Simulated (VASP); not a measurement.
Write the native input for VASP 6.6.1 that does the following.

```yaml
Task: single point
Functional: PBEsol
Potentials_or_basis: VASP PAW PBE potentials, release 64 (Ge_d, Ga_d)
Cutoff: 520 eV
k_mesh: 6 × 6 × 6
Occupations: fermi-dirac, width 0.05 eV
Spin: no spin polarisation
Dipole_correction: no
Further_INCAR_settings: ALGO = Normal; EDIFF = 1e-07; NBANDS = 36
```

The structure of GaGe3 lies in POSCAR:

```
GaGe3
1.0
    4.2784660000      0.0000000000      0.0000000000
    0.0000000000      4.2784660000      0.0000000000
    0.0000000000      0.0000000000      4.2784660000
Ge Ga
3 1
Direct
    0.5000000000      0.5000000000      0.0000000000
    0.5000000000      0.0000000000      0.5000000000
    0.0000000000      0.5000000000      0.5000000000
    0.0000000000      0.0000000000      0.0000000000
```

The input as run:

INCAR

```
PREC = Accurate
ENCUT = 520
EDIFF = 1E-7
ISMEAR = -1
SIGMA = 0.05
LREAL = F
LASPH = T
NELM = 60
ALGO = Normal
ISIF = 2
LWAVE = F
LCHARG = F
GGA = PS
NBANDS = 36
```

KPOINTS

```
Automatic mesh
0
Gamma
  6 6 6
```

Potentials or basis: VASP PAW PBE potentials, release 64 (Ge_d, Ga_d).

The run is started by

```sh
$ cat potpaw_PBE.64/Ge_d/POTCAR potpaw_PBE.64/Ga_d/POTCAR > POTCAR
$ mpirun -np 1 vasp_std > vasp.out
```

It gave:

```json
{
 "Pressure": "-3.4 GPa"
}
```

Caveat: the PAW data sets were made with another functional, which shifts forces and pressure a little.

Wall time 20 s on 1 thread of AMD EPYC 9R45 96-Core Processor (Zen 5) (shared host), peak memory 0.17 GiB.
